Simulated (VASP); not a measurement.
# Ag (I4/mmm) in VASP: notebook

Ag is run at these levels: PBEsol; tasks: single point.

Everything below comes from runs of VASP 6.6.1. Logs are shortened: lines on timing, memory, paths and dates and some standing lists are left out, and cuts for length are marked.

### 1 The cell of the first run

Symmetry: I4/mmm, No. 139, tetragonal system. The conventional cell has a = 3.046 Å, b = 3.046 Å, c = 3.311 Å, α = 90.00°, β = 90.00°, γ = 90.00°. Within 3.6 Å of Ag (site symmetry 4/mmm) lie 14 Ag at 2.72 to 3.31 Å.

### 2 Single point, PBEsol (strain -0.080 along x and y, +0.000 along z)

The input, INCAR:

```
PREC = Accurate
ENCUT = 520
EDIFF = 1E-6
ISMEAR = 0
SIGMA = 0.15
LREAL = False
LASPH = True
NELM = 80
ALGO = Normal
ISIF = 2
LWAVE = False
LCHARG = True
GGA = PS
LELF = True
LVHAR = True
NBANDS = 12
```

The input, KPOINTS:

```
Automatic mesh
0
Gamma
  20 20 20
```

The input, POSCAR:

```
Ag
1.0
   -1.5232016800      1.5232016800      1.6556540000
    1.5232016800     -1.5232016800      1.6556540000
    1.5232016800      1.5232016800     -1.6556540000
Ag
1
Direct
    0.0000000000      0.0000000000      0.0000000000
```

Potentials or basis: VASP PAW PBE potentials, release 64 (Ag).

Started as:

```console
cat potpaw_PBE.64/Ag/POTCAR > POTCAR
mpirun -np 1 vasp_std > vasp.out
```

OUTCAR:

```text
PREC = Accurate
   ENCUT = 520
   EDIFF = 1E-6
   ISMEAR = 0
   LREAL = False
   LASPH = True
   NELM = 80
   ISIF = 2
   GGA = PS

 ion  position               nearest neighbor table
   1  0.000  0.000  0.000-

  LATTYP: Found a body centered tetragonal cell.
 ALAT       =     3.0464033600
 C/A-ratio  =     1.0869565217

  Lattice vectors:

 A1 = (  -1.5232016800,   1.5232016800,   1.6556540000)
 A2 = (   1.5232016800,  -1.5232016800,   1.6556540000)
 A3 = (   1.5232016800,   1.5232016800,  -1.6556540000)

Analysis of symmetry for initial positions (statically):
=====================================================================
 Subroutine PRICEL returns:
 Original cell was already a primitive cell.

 Routine SETGRP: Setting up the symmetry group for a
 body centered tetragonal supercell.

 Subroutine GETGRP returns: Found 16 space group operations
 (whereof 16 operations were pure point group operations)
 out of a pool of 16 trial point group operations.

The static configuration has the point symmetry D_4h.

Analysis of symmetry for dynamics (positions and initial velocities):
=====================================================================
 Subroutine PRICEL returns:
 Original cell was already a primitive cell.

 Routine SETGRP: Setting up the symmetry group for a
 body centered tetragonal supercell.

 Subroutine GETGRP returns: Found 16 space group operations
 (whereof 16 operations were pure point group operations)
 out of a pool of 16 trial point group operations.

The dynamic configuration has the point symmetry D_4h.

 Subroutine INISYM returns: Found 16 space group operations
 (whereof 16 operations are pure point group operations),
 and found     1 'primitive' translations

----------------------------------------------------------------------------------------

                                     Primitive cell

  volume of cell :      15.3654

  direct lattice vectors                    reciprocal lattice vectors
    -1.523201680  1.523201680  1.655654000     0.000000000  0.328255940  0.301995465
     1.523201680 -1.523201680  1.655654000     0.328255940  0.000000000  0.301995465
     1.523201680  1.523201680 -1.655654000     0.328255940  0.328255940  0.000000000

  length of vectors
     2.716887352  2.716887352  2.716887352     0.446041728  0.446041728  0.464224003

  position of ions in fractional coordinates (direct lattice)
     0.000000000  0.000000000  0.000000000

  ion indices of the primitive-cell ions
   primitive index   ion index
                 1           1

----------------------------------------------------------------------------------------

 KPOINTS: Automatic mesh

Automatic generation of k-mesh.
 Grid dimensions read from file:
 generate k-points for:   20   20   20

 Generating k-lattice:

  Cartesian coordinates                     Fractional coordinates (reciprocal lattice)
     0.000000000  0.016412797  0.015099773     0.050000000  0.000000000 -0.000000000
     0.016412797  0.000000000  0.015099773     0.000000000  0.050000000 -0.000000000
     0.016412797  0.016412797  0.000000000     0.000000000  0.000000000  0.050000000

  Length of vectors
     0.022302086  0.022302086  0.023211200

  Shift w.r.t. Gamma in fractional coordinates (k-lattice)
     0.000000000  0.000000000  0.000000000

 Subroutine IBZKPT returns following result:
 ===========================================

 Found    641 irreducible k-points:

 Following reciprocal coordinates:
            Coordinates               Weight
  0.000000  0.000000  0.000000      1.000000
  0.050000  0.000000  0.000000      8.000000
  0.100000  0.000000  0.000000      8.000000
  0.150000  0.000000  0.000000      8.000000
  0.200000  0.000000  0.000000      8.000000
  0.250000 -0.000000  0.000000      8.000000
[... 16 lines left out ...]
 -0.400000  0.050000  0.000000     16.000000
 -0.350000  0.050000  0.000000     16.000000
 [... further k-points ...]
   k-points           NKPTS =    641   k-points in BZ     NKDIM =    641   number of bands    NBANDS=     12
   number of dos      NEDOS =    301   number of ions     NIONS =      1
   total plane-waves  NPLWV =   8000
   dimension x,y,z NGX =    20 NGY =   20 NGZ =   20
   dimension x,y,z NGXF=    40 NGYF=   40 NGZF=   40
   ions per type =               1
   NGX,Y,Z   is equivalent  to a cutoff of  12.24, 12.24, 12.24 a.u.
   NGXF,Y,Z  is equivalent  to a cutoff of  24.48, 24.48, 24.48 a.u.
 SYSTEM =  unknown system
   PREC   = accura    normal or accurate (medium, high low for compatibility)
   ISTART =      0    job   : 0-new  1-cont  2-samecut
   ICHARG =      2    charge: 1-file 2-atom 10-const
   ISPIN  =      1    spin polarized calculation?
   LNONCOLLINEAR =      F non collinear calculations
   LSORBIT =      F    spin-orbit coupling
   LASPH  =      T    aspherical Exc in radial PAW
   ENCUT  =  520.0 eV  38.22 Ry    6.18 a.u.   5.05  5.05  5.05*2*pi/ulx,y,z
   NELM   =     80;   NELMIN=  2; NELMDL= -5     # of ELM steps
   EDIFF  = 0.1E-05   stopping-criterion for ELM
   LREAL  =      F    real-space projection
   EDIFFG = 0.1E-04   stopping-criterion for IOM
   NSW    =      0    number of steps for IOM
   IBRION =     -1    ionic relax: 0-MD 1-quasi-New 2-CG
   NFREE  =      0    steps in history (QN), initial steepest desc. (CG)
   ISIF   =      2    stress and relaxation
   ISYM   =      2    0-nonsym 1-usesym 2-fastsym
   POTIM  = 0.5000    time-step for ionic-motion
   TEBEG  =    0.0;   TEEND  =   0.0 temperature during run
   PSTRESS=    0.0 pullay stress
   NELECT =      11.0000    total number of electrons
   NUPDOWN=      -1.0000    fix difference up-down
   EMIN   =  10.00;   EMAX   =-10.00  energy-range for DOS
   EFERMI =   0.00;   METHOD = LEGACY
   ISMEAR =     0;   SIGMA  =   0.15  broadening in eV -4-tet -1-fermi 0-gaus
   EFERMI_NEDOS =   21; number of points for ismear=-14 and -15
   IALGO  =     38    algorithm
   IMIX   =      4    mixing-type and parameters
     AMIX     =   0.40;   BMIX     =  1.00
     AMIX_MAG =   1.60;   BMIX_MAG =  1.00
  volume/ion in A,a.u.               =      15.37       103.69
  Fermi-wavevector in a.u.,A,eV,Ry     =   1.464505  2.767514 29.181443  2.144776
  Thomas-Fermi vector in A             =   2.580473
   LORBIT       =      0    0 simple, 1 ext, 2 COOP (PROOUT), +10 PAW based schemes
   GGA     = PS    functional components
   LHFCALC =     F    Hartree Fock is set to
   AEXX    =    0.0000 exact exchange contribution
   IVDW    =     0    specifies the selected vdW correction
   LEPSILON=     F    determine dielectric tensor
   LRPA    =     F    only Hartree local field effects (RPA)
 non-spin polarized calculation
 Gauss-broadening in eV      SIGMA  =   0.15
  energy-cutoff  :      520.00
  volume of cell :       15.37
 maximum number of plane-waves:       430
   NGX = 11   NGY = 11   NGZ = 11

 number of electron      11.0000001 magnetization

 Free energy of the ion-electron system (eV)
  ---------------------------------------------------
  ext. energy  EPLUGINS =         0.00000000
  ---------------------------------------------------
  free energy    TOTEN  =        -3.22588066 eV

  energy without entropy =       -3.22170703  energy(sigma->0) =       -3.22379384

 E-fermi :   9.8149     XC(G=0): -13.0444

 val. band max:        9.8137861057   @ k =  -0.1500   0.4500   0.1000
 cond. band min:       9.8194530470   @ k =   0.5000   0.2000   0.1000
 fundamental gap:      0.0056669414
 Fermi energy:         9.8148515964

 k-point     1 :       0.0000    0.0000    0.0000
  band No.  band energies     occupation
      1       1.1378      2.00000
      2       4.3382      2.00000
      3       4.3382      2.00000
      4       4.7690      2.00000
      5       5.7557      2.00000
      6       6.2347      2.00000
      7      27.1352      0.00000
      8      28.5544      0.00000
      9      28.5544      0.00000
     10      34.3077      0.00000
     11      35.4414      0.00000
     12      35.4686      0.00000

 k-point     2 :       0.0500    0.0000    0.0000
  band No.  band energies     occupation
      1       1.2261      2.00000
      2       4.3431      2.00000
      3       4.3561      2.00000
      4       4.7819      2.00000
      5       5.7401      2.00000
      6       6.2209      2.00000
      7      27.1193      0.00000
      8      28.4039      0.00000
      9      28.6342      0.00000
     10      33.3446      0.00000
     11      34.8188      0.00000
     12      36.2041      0.00000

 k-point     3 :       0.1000    0.0000    0.0000
  band No.  band energies     occupation
      1       1.4833      2.00000
      2       4.3583      2.00000
      3       4.3717      2.00000
      4       4.8590      2.00000
      5       5.6991      2.00000
      6       6.1875      2.00000
      7      26.8902      0.00000
      8      27.9548      0.00000
      9      28.8638      0.00000
     10      32.3712      0.00000
     11      33.6384      0.00000
     12      35.0348      0.00000
[... 286 lines left out ...]
 k-point    23 :      -0.4000    0.0500    0.0000
  band No.  band energies     occupation
      1       2.8236      2.00000
      2       3.8188      2.00000
      3       5.5915      2.00000
      4       6.1471      2.00000
      5       6.4974      2.00000
      6       7.5486      2.00000
      7      17.2492      0.00000
      8      24.4039      0.00000
      9      26.6898      0.00000
     10      31.3256      0.00000
     11      33.0318      0.00000
     12      34.2111      0.00000

 k-point    24 :      -0.3500    0.0500    0.0000
  band No.  band energies     occupation
      1       2.8887      2.00000
      2       3.9204      2.00000
      3       5.5404      2.00000
      4       5.7293      2.00000
      5       6.2696      2.00000
      6       6.7158      2.00000
      7      19.1592      0.00000
      8      24.9870      0.00000
      9      27.6460      0.00000
     10      30.9351      0.00000
     11      32.8445      0.00000
     12      33.8932      0.00000

 [... further k-points ...]

------------------------ aborting loop because EDIFF is reached ----------------------------------------

  FORCE on cell =-STRESS in cart. coord.  units (eV):
  Direction    XX          YY          ZZ          XY          YZ          ZX
  --------------------------------------------------------------------------------------
  -------------------------------------------------------------------------------------
  Total        1.1440301      1.1440301      1.3219681      0.0000000      0.0000000      0.0000000
  in kB      119.2898869    119.2898869    137.8437786      0.0000000      0.0000000      0.0000000
  external PRESSURE =     125.4745174 kB  Pullay stress =       0.0000000 kB

 VOLUME and BASIS-vectors are now :
 -----------------------------------------------------------------------------
  energy-cutoff  :      520.00
  volume of cell :       15.37
      direct lattice vectors                 reciprocal lattice vectors
    -1.523201680  1.523201680  1.655654000     0.000000000  0.328255940  0.301995465
     1.523201680 -1.523201680  1.655654000     0.328255940  0.000000000  0.301995465
     1.523201680  1.523201680 -1.655654000     0.328255940  0.328255940  0.000000000

 POSITION                                       TOTAL-FORCE (eV/Angst)
 -----------------------------------------------------------------------------------
      0.00000      0.00000      0.00000         0.000000      0.000000      0.000000
 -----------------------------------------------------------------------------------
    total drift:                                0.000000      0.000000      0.000000

  FREE ENERGIE OF THE ION-ELECTRON SYSTEM (eV)
  ---------------------------------------------------
  free  energy   TOTEN  =        -3.2258806602 eV

  energy  without entropy=       -3.2217070275  energy(sigma->0) =       -3.22379384
```

Run time: 2 min. Hardware: 1 thread of Intel Xeon 8259CL, shared host; peak memory 0.22 GiB.

What came out:

- Free energy: -3.2259 eV
- Pressure: 12.5 GPa
- Band gap on the k mesh: zero (an odd number of electrons rules out a gap without spin polarisation)

Stress tensor (GPa, compression positive):
```
11.93  0.00  0.00
 0.00 11.93  0.00
 0.00  0.00 13.78
```

Caveat: the cell differs from its parent crystal (strain -0.080 along x and y, +0.000 along z); the cell stands under pressure; the PAW data sets were made with another functional, which shifts forces and pressure a little.

### 3 Single point, PBEsol (strain -0.080 along x and y, +0.040 along z)

The input, INCAR:

```
SYSTEM = Ag
ALGO = Fast
EDIFF = 1E-6
ENCUT = 520
GGA = PS
ISIF = 2
ISMEAR = 0
LASPH = .True.
LCHARG = .False.
LREAL = .False.
LWAVE = .False.
NBANDS = 12
NELM = 100
PREC = Accurate
SIGMA = 0.15
```

The input, KPOINTS:

```
k-points
0
Gamma
  20 20 20
  0 0 0
```

The input, POSCAR:

```
Ag
1.0
   -1.5232016800      1.5232016800      1.7218801600
    1.5232016800     -1.5232016800      1.7218801600
    1.5232016800      1.5232016800     -1.7218801600
Ag
1
Direct
    0.0000000000      0.0000000000      0.0000000000
```

Potentials or basis: VASP PAW PBE potentials, release 64 (Ag).

Started as:

```console
cat potpaw_PBE.64/Ag/POTCAR > POTCAR
mpirun -np 1 vasp_std > vasp.out
```

Wall time 2.3 min (1 thread of Intel Xeon 8259CL, shared host); peak memory 0.24 GiB.

The run converged. Its results:

```yaml
Free_energy: -3.2668 eV
Pressure: 6.2 GPa
Band_gap_on_the_k_mesh: zero (an odd number of electrons rules out a gap without spin polarisation)
```

Stress tensor (GPa, compression positive):
```
5.49 0.00 0.00
0.00 5.49 0.00
0.00 0.00 7.57
```

Levels at points of the mesh, in eV from the Fermi level:
```csv
k point,band 3,band 4,band 5,band 6,band 7,band 8,band 9,band 10
"(0.00, 0.00, 0.00)",-5.27,-4.70,-4.07,-3.45,16.94,18.85,18.85,23.15
"(0.50, 0.00, 0.00)",-4.19,-3.36,-2.61,-0.50,4.20,14.23,16.12,21.69
"(0.50, 0.50, 0.00)",-3.29,-3.27,-2.46,0.26,5.43,12.39,13.24,19.61
"(0.50, 0.50, 0.50)",-2.91,-2.72,-2.72,4.74,8.33,8.33,11.43,15.39
```

Caveat: the cell differs from its parent crystal (strain -0.080 along x and y, +0.040 along z); the cell stands under pressure; the PAW data sets were made with another functional, which shifts forces and pressure a little.

### 4 Single point, PBEsol (strain -0.080 along x and y, +0.080 along z)

The input, INCAR:

```
ALGO = Normal
EDIFF = 1E-6
ENCUT = 520
GGA = PS
ISIF = 2
ISMEAR = 0
LASPH = T
LCHARG = F
LREAL = F
LWAVE = F
NBANDS = 12
NELM = 80
PREC = Accurate
SIGMA = 0.15
```

The input, KPOINTS:

```
k-points
0
Gamma
  20 20 20
```

The input, POSCAR:

```
Ag
1.0
   -1.5232016800      1.5232016800      1.7881063200
    1.5232016800     -1.5232016800      1.7881063200
    1.5232016800      1.5232016800     -1.7881063200
Ag
1
Direct
    0.0000000000      0.0000000000      0.0000000000
```

Started as:

```console
cat potpaw_PBE.64/Ag/POTCAR > POTCAR
mpirun -np 1 vasp_std > vasp.out
```

Run time: 1.8 min. Hardware: 1 thread of Intel Xeon 8259CL, shared host; peak memory 0.25 GiB.

The run converged. Its results:

```yaml
Free_energy: -3.2853 eV
Pressure: 0.8 GPa
Band_gap_on_the_k_mesh: zero (an odd number of electrons rules out a gap without spin polarisation)
```

Stress tensor (GPa, compression positive):
```
0.09 0.00 0.00
0.00 0.09 0.00
0.00 0.00 2.33
```

Levels at points of the mesh, in eV from the Fermi level:
| k point | band 3 | band 4 | band 5 | band 6 | band 7 | band 8 | band 9 | band 10 |
| --- | --- | --- | --- | --- | --- | --- | --- | --- |
| (0.00, 0.00, 0.00) | -5.09 | -4.42 | -4.09 | -3.38 | 16.62 | 18.89 | 18.89 | 22.00 |
| (0.50, 0.00, 0.00) | -4.22 | -3.24 | -2.64 | -0.42 | 3.92 | 14.37 | 16.12 | 21.49 |
| (0.50, 0.50, 0.00) | -3.14 | -3.14 | -2.46 | 0.54 | 5.47 | 11.96 | 12.50 | 18.81 |
| (0.50, 0.50, 0.50) | -2.90 | -2.69 | -2.69 | 4.09 | 8.61 | 8.61 | 10.31 | 15.36 |

Caveat: the cell differs from its parent crystal (strain -0.080 along x and y, +0.080 along z); the PAW data sets were made with another functional, which shifts forces and pressure a little.

(Part 1 of 2 ends here.)
